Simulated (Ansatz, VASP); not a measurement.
## BN in VASP and in Ansatz

```
CELL_PARAMETERS angstrom
2.22836 0.00000 0.00000
-1.11418 2.16833 0.00000
0.00000 0.00000 6.26035
ATOMIC_POSITIONS crystal
B 0.32184 0.64368 0.25000
B 0.67816 0.35632 0.75000
N 0.35585 0.71170 0.75000
N 0.64415 0.28830 0.25000
```

Change from the starting cell: normal strain along x -0.1100, normal strain along z -0.1100.

Alike in both runs: functional PBEsol; k mesh 12 × 12 × 4; occupations gaussian, width 0.05 eV; no spin polarisation.

Ansatz relaxed the structure, and its values are those at the end. VASP's run is a single point on that final structure, the one shown.

```csv
,VASP,Ansatz
version,VASP 6.6.1,Ansatz 0.2.0
potentials or method,"VASP PAW PBE potentials, release 64 (B, N), cutoff 520 eV","scalar-relativistic, plane waves, PAW"
valence electrons in the cell,16,16
```

|  | VASP | Ansatz | Ansatz less VASP |
| --- | --- | --- | --- |
| gap on the k mesh at the Fermi level (eV) | 3.49 | 3.50 | +0.011 |
| least direct gap on the mesh (eV) | 4.70 | 4.71 | +0.010 |
| pressure (GPa) | 58.8 | 58.2 | -0.59 |
| rms of the force components (eV/Å) | 0.016 | 0.000 | -0.0153 |

VASP's potentials were made for PBE, not for PBEsol, and Ansatz warns of the same on its side. Both programs put the cell under a high pressure, so it lies far from rest at this level. Ansatz's warnings: stress scf threshold loose.
